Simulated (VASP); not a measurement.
# NaSc2 (P6/mmm) in VASP: further runs

The runs below take NaSc2 through single point, relaxation of cell and atoms, with PBE.

Program: VASP 6.6.1. These are calculated values, not measurements. Logs are shortened: lines on timing, memory, paths and dates and some standing lists are left out, and cuts for length are marked.

## (1) The cell of the first run

It takes space group P6/mmm (No. 191, hexagonal). Conventional cell: a = 4.484 Å, b = 4.484 Å, c = 3.154 Å, α = 90.00°, β = 90.00°, γ = 120.00°. Within 4.0 Å of Na (site symmetry 6/mmm) lie 12 Sc at 3.03 Å and 2 Na at 3.15 Å. Sc (site symmetry -6m2) has 5 Sc at 2.59 to 3.15 Å and 6 Na at 3.03 Å within 3.4 Å.

## (2) Single point, PBE

INCAR

```
SYSTEM = NaSc2
PREC     = Accurate       ! precision mode
ENCUT    = 520            ! plane-wave cutoff, eV
EDIFF    = 1E-6           ! SCF threshold, eV
ISMEAR   = 0              ! smearing method
SIGMA    = 0.1            ! smearing width, eV
LREAL    = .FALSE.        ! projectors in reciprocal space
LASPH    = .TRUE.         ! aspherical terms in the spheres
NELM     = 60             ! most SCF steps
ALGO     = Fast           ! electronic algorithm
ISIF     = 2              ! what is computed and relaxed
LWAVE    = .FALSE.        ! write WAVECAR
LCHARG   = .FALSE.        ! write CHGCAR
GGA      = PE             ! functional
NBANDS   = 22             ! bands
```

KPOINTS

```
regular mesh
0
G
  6 6 6
  0 0 0
```

POSCAR

```
NaSc2
1.0
    4.4840744015      0.0000000000      0.0000000000
   -2.2420372008      3.8833223442      0.0000000000
    0.0000000000      0.0000000000      3.1539374057
Na Sc
1 2
Direct
    0.0000000000      0.0000000000      0.0000000000
    0.3333333333      0.6666666667      0.5000000000
    0.6666666667      0.3333333333      0.5000000000
```

Potentials or basis: VASP PAW PBE potentials, release 64 (Na_pv, Sc_sv).

Started as:

```
> cat potpaw_PBE.64/Na_pv/POTCAR potpaw_PBE.64/Sc_sv/POTCAR > POTCAR
> mpirun -np 1 vasp_std > vasp.out
```

OUTCAR:

```text
SYSTEM = NaSc2
   PREC = Accurate
   ENCUT = 520
   EDIFF = 1E-6
   ISMEAR = 0
   LREAL = .FALSE.
   LASPH = .TRUE.
   NELM = 60
   ISIF = 2
   GGA = PE

 ion  position               nearest neighbor table
   1  0.000  0.000  0.000-   2 3.03   3 3.03   2 3.03   3 3.03   3 3.03   3 3.03   2 3.03   2 3.03
                             3 3.03   3 3.03   2 3.03   2 3.03
   2  0.333  0.667  0.500-   3 2.59   3 2.59   3 2.59   1 3.03   1 3.03   1 3.03   1 3.03   1 3.03
                             1 3.03
   3  0.667  0.333  0.500-   2 2.59   2 2.59   2 2.59   1 3.03   1 3.03   1 3.03   1 3.03   1 3.03
                             1 3.03

  LATTYP: Found a hexagonal cell.
 ALAT       =     4.4840744015
 C/A-ratio  =     0.7033642003

  Lattice vectors:

 A1 = (   4.4840744015,   0.0000000000,   0.0000000000)
 A2 = (  -2.2420372008,   3.8833223442,   0.0000000000)
 A3 = (   0.0000000000,   0.0000000000,   3.1539374057)

Analysis of symmetry for initial positions (statically):
=====================================================================
 Subroutine PRICEL returns:
 Original cell was already a primitive cell.

 Routine SETGRP: Setting up the symmetry group for a
 hexagonal supercell.

 Subroutine GETGRP returns: Found 24 space group operations
 (whereof 24 operations were pure point group operations)
 out of a pool of 24 trial point group operations.

The static configuration has the point symmetry D_6h.

Analysis of symmetry for dynamics (positions and initial velocities):
=====================================================================
 Subroutine PRICEL returns:
 Original cell was already a primitive cell.

 Routine SETGRP: Setting up the symmetry group for a
 hexagonal supercell.

 Subroutine GETGRP returns: Found 24 space group operations
 (whereof 24 operations were pure point group operations)
 out of a pool of 24 trial point group operations.

The dynamic configuration has the point symmetry D_6h.

 Subroutine INISYM returns: Found 24 space group operations
 (whereof 24 operations are pure point group operations),
 and found     1 'primitive' translations

----------------------------------------------------------------------------------------

                                     Primitive cell

  volume of cell :      54.9198

  direct lattice vectors                    reciprocal lattice vectors
     4.484074402  0.000000000  0.000000000     0.223011465  0.128755729  0.000000000
    -2.242037201  3.883322344  0.000000000     0.000000000  0.257511458  0.000000000
     0.000000000  0.000000000  3.153937406     0.000000000  0.000000000  0.317063997

  length of vectors
     4.484074402  4.484074402  3.153937406     0.257511458  0.257511458  0.317063997

  position of ions in fractional coordinates (direct lattice)
     0.000000000  0.000000000  0.000000000
     0.333333333  0.666666667  0.500000000
     0.666666667  0.333333333  0.500000000

  ion indices of the primitive-cell ions
   primitive index   ion index
                 1           1
                 2           2
                 3           3

----------------------------------------------------------------------------------------

 KPOINTS: regular mesh

Automatic generation of k-mesh.
 Grid dimensions read from file:
 generate k-points for:    6    6    6

 Generating k-lattice:

  Cartesian coordinates                     Fractional coordinates (reciprocal lattice)
     0.037168577  0.021459288  0.000000000     0.166666667  0.000000000  0.000000000
     0.000000000  0.042918576  0.000000000     0.000000000  0.166666667  0.000000000
     0.000000000  0.000000000  0.052843999     0.000000000  0.000000000  0.166666667

  Length of vectors
     0.042918576  0.042918576  0.052843999

  Shift w.r.t. Gamma in fractional coordinates (k-lattice)
     0.000000000  0.000000000  0.000000000

 Subroutine IBZKPT returns following result:
 ===========================================

 Found     28 irreducible k-points:

 Following reciprocal coordinates:
            Coordinates               Weight
  0.000000  0.000000  0.000000      1.000000
  0.166667  0.000000  0.000000      6.000000
  0.333333  0.000000  0.000000      6.000000
  0.500000  0.000000  0.000000      3.000000
  0.166667  0.166667  0.000000      6.000000
  0.333333  0.166667  0.000000     12.000000
[... 16 lines left out ...]
  0.166667  0.000000  0.500000      6.000000
  0.333333  0.000000  0.500000      6.000000
 [... further k-points ...]
   k-points           NKPTS =     28   k-points in BZ     NKDIM =     28   number of bands    NBANDS=     22
   number of dos      NEDOS =    301   number of ions     NIONS =      3
   total plane-waves  NPLWV =  31104
   dimension x,y,z NGX =    36 NGY =   36 NGZ =   24
   dimension x,y,z NGXF=    72 NGYF=   72 NGZF=   48
   ions per type =               1   2
   NGX,Y,Z   is equivalent  to a cutoff of  13.35, 13.35, 12.65 a.u.
   NGXF,Y,Z  is equivalent  to a cutoff of  26.69, 26.69, 25.30 a.u.
 SYSTEM =  NaSc2
   PREC   = accura    normal or accurate (medium, high low for compatibility)
   ISTART =      0    job   : 0-new  1-cont  2-samecut
   ICHARG =      2    charge: 1-file 2-atom 10-const
   ISPIN  =      1    spin polarized calculation?
   LNONCOLLINEAR =      F non collinear calculations
   LSORBIT =      F    spin-orbit coupling
   LASPH  =      T    aspherical Exc in radial PAW
   ENCUT  =  520.0 eV  38.22 Ry    6.18 a.u.   8.34  8.34  5.86*2*pi/ulx,y,z
   NELM   =     60;   NELMIN=  2; NELMDL= -5     # of ELM steps
   EDIFF  = 0.1E-05   stopping-criterion for ELM
   LREAL  =      F    real-space projection
[... 7 lines left out ...]
   TEBEG  =    0.0;   TEEND  =   0.0 temperature during run
   PSTRESS=    0.0 pullay stress
   NELECT =      29.0000    total number of electrons
   NUPDOWN=      -1.0000    fix difference up-down
   EMIN   =  10.00;   EMAX   =-10.00  energy-range for DOS
   EFERMI =   0.00;   METHOD = LEGACY
   ISMEAR =     0;   SIGMA  =   0.10  broadening in eV -4-tet -1-fermi 0-gaus
   EFERMI_NEDOS =   21; number of points for ismear=-14 and -15
   IALGO  =     68    algorithm
   IMIX   =      4    mixing-type and parameters
     AMIX     =   0.40;   BMIX     =  1.00
     AMIX_MAG =   1.60;   BMIX_MAG =  1.00
  volume/ion in A,a.u.               =      18.31       123.54
  Fermi-wavevector in a.u.,A,eV,Ry     =   1.323217  2.500517 23.822483  1.750903
  Thomas-Fermi vector in A             =   2.452841
   LORBIT       =      0    0 simple, 1 ext, 2 COOP (PROOUT), +10 PAW based schemes
   GGA     = PE    functional components
   LHFCALC =     F    Hartree Fock is set to
   AEXX    =    0.0000 exact exchange contribution
   IVDW    =     0    specifies the selected vdW correction
   LEPSILON=     F    determine dielectric tensor
   LRPA    =     F    only Hartree local field effects (RPA)
 non-spin polarized calculation
 RMM-DIIS sequential band-by-band and
 Gauss-broadening in eV      SIGMA  =   0.10
  energy-cutoff  :      520.00
  volume of cell :       54.92
 maximum number of plane-waves:      1494
 NGX is ok and might be reduce to    36
   NGX = 17   NGY = 17   NGZ = 11

 number of electron      29.0000016 magnetization

 Free energy of the ion-electron system (eV)
  ---------------------------------------------------
  ext. energy  EPLUGINS =         0.00000000
  ---------------------------------------------------
  free energy    TOTEN  =       -10.26199022 eV

  energy without entropy =      -10.24967336  energy(sigma->0) =      -10.25583179

 E-fermi :   4.5660     XC(G=0): -10.3645

 val. band max:        4.5646829974   @ k =   0.1667   0.1667   0.0000
 cond. band min:       4.5960496876   @ k =   0.1667   0.1667   0.1667
 fundamental gap:      0.0313666903
 Fermi energy:         4.5659995285

 k-point     1 :       0.0000    0.0000    0.0000
  band No.  band energies     occupation
      1     -44.6239      2.00000
      2     -44.2296      2.00000
      3     -23.7628      2.00000
      4     -23.7628      2.00000
      5     -22.9618      2.00000
      6     -22.7701      2.00000
[... 14 lines left out ...]
     21       8.6255      0.00000
     22       8.6266      0.00000

 k-point     2 :       0.1667    0.0000    0.0000
  band No.  band energies     occupation
      1     -44.6012      2.00000
      2     -44.2535      2.00000
      3     -23.7907      2.00000
      4     -23.7189      2.00000
      5     -22.9454      2.00000
      6     -22.8150      2.00000
[... 14 lines left out ...]
     21       8.4960      0.00000
     22       8.7617      0.00000

 k-point     3 :       0.3333    0.0000    0.0000
  band No.  band energies     occupation
      1     -44.5425      2.00000
      2     -44.3148      2.00000
      3     -23.8421      2.00000
      4     -23.6117      2.00000
      5     -22.9254      2.00000
      6     -22.9030      2.00000
[... 14 lines left out ...]
     21       8.2552      0.00000
     22       8.9454      0.00000

 k-point     4 :       0.5000    0.0000    0.0000
  band No.  band energies     occupation
      1     -44.4950      2.00000
      2     -44.3635      2.00000
      3     -23.8659      2.00000
      4     -23.5404      2.00000
      5     -22.9987      2.00000
      6     -22.8689      2.00000
[... 14 lines left out ...]
     21       8.1407      0.00000
     22       8.2565      0.00000

 k-point     5 :       0.1667    0.1667    0.0000
  band No.  band energies     occupation
      1     -44.5597      2.00000
      2     -44.2969      2.00000
      3     -23.8387      2.00000
      4     -23.6273      2.00000
      5     -22.9154      2.00000
      6     -22.9097      2.00000
[... 417 lines left out ...]
 k-point    22 :       0.0000    0.0000    0.5000
  band No.  band energies     occupation
      1     -44.5909      2.00000
      2     -44.2018      2.00000
      3     -23.7211      2.00000
      4     -23.7211      2.00000
      5     -23.2924      2.00000
      6     -22.9443      2.00000
[... 14 lines left out ...]
     21       6.9008      0.00000
     22       9.5856      0.00000

 k-point    23 :       0.1667    0.0000    0.5000
  band No.  band energies     occupation
      1     -44.5685      2.00000
      2     -44.2254      2.00000
      3     -23.7467      2.00000
      4     -23.6765      2.00000
      5     -23.2733      2.00000
      6     -22.9652      2.00000
[... 14 lines left out ...]
     21       7.3593      0.00000
     22       9.7480      0.00000

 k-point    24 :       0.3333    0.0000    0.5000
  band No.  band energies     occupation
      1     -44.5104      2.00000
      2     -44.2859      2.00000
      3     -23.7940      2.00000
      4     -23.5714      2.00000
      5     -23.2232      2.00000
      6     -23.0189      2.00000
[... 14 lines left out ...]
     21       8.3837      0.00000
     22       9.9040      0.00000

 [... further k-points ...]
[... 5 lines left out ...]
  --------------------------------------------------------------------------------------
  -------------------------------------------------------------------------------------
  Total       10.2569425     10.2569425      2.9076263     -0.0000000     -0.0000000     -0.0000000
  in kB      299.2258988    299.2258988     84.8242159     -0.0000000     -0.0000000     -0.0000000
  external PRESSURE =     227.7586712 kB  Pullay stress =       0.0000000 kB

 VOLUME and BASIS-vectors are now :
 -----------------------------------------------------------------------------
  energy-cutoff  :      520.00
  volume of cell :       54.92
      direct lattice vectors                 reciprocal lattice vectors
     4.484074402  0.000000000  0.000000000     0.223011465  0.128755729  0.000000000
    -2.242037201  3.883322344  0.000000000     0.000000000  0.257511458  0.000000000
     0.000000000  0.000000000  3.153937406     0.000000000  0.000000000  0.317063997

 POSITION                                       TOTAL-FORCE (eV/Angst)
 -----------------------------------------------------------------------------------
      0.00000      0.00000      0.00000        -0.000000      0.000000     -0.000000
     -0.00000      2.58888      1.57697         0.000000      0.000000      0.000000
      2.24204      1.29444      1.57697        -0.000000     -0.000000     -0.000000
 -----------------------------------------------------------------------------------
    total drift:                                0.000000     -0.000000     -0.000000

  FREE ENERGIE OF THE ION-ELECTRON SYSTEM (eV)
  ---------------------------------------------------
  free  energy   TOTEN  =       -10.2619902228 eV

  energy  without entropy=      -10.2496733641  energy(sigma->0) =      -10.25583179
```

Run time: 47 s. Hardware: 1 thread of AMD EPYC 7R13 (Zen 3), shared host; peak memory 0.16 GiB.

Results:

```yaml
Free_energy: -10.2620 eV
Pressure: 22.8 GPa
Band_gap_on_the_k_mesh: zero (an odd number of electrons rules out a gap without spin polarisation)
```

Caveat: the stress differs along the axes, from 8 to 30 GPa.

(Continued in part 2 of 2.)

The gap in the log of VASP goes by the Fermi energy; the results here count the filled bands.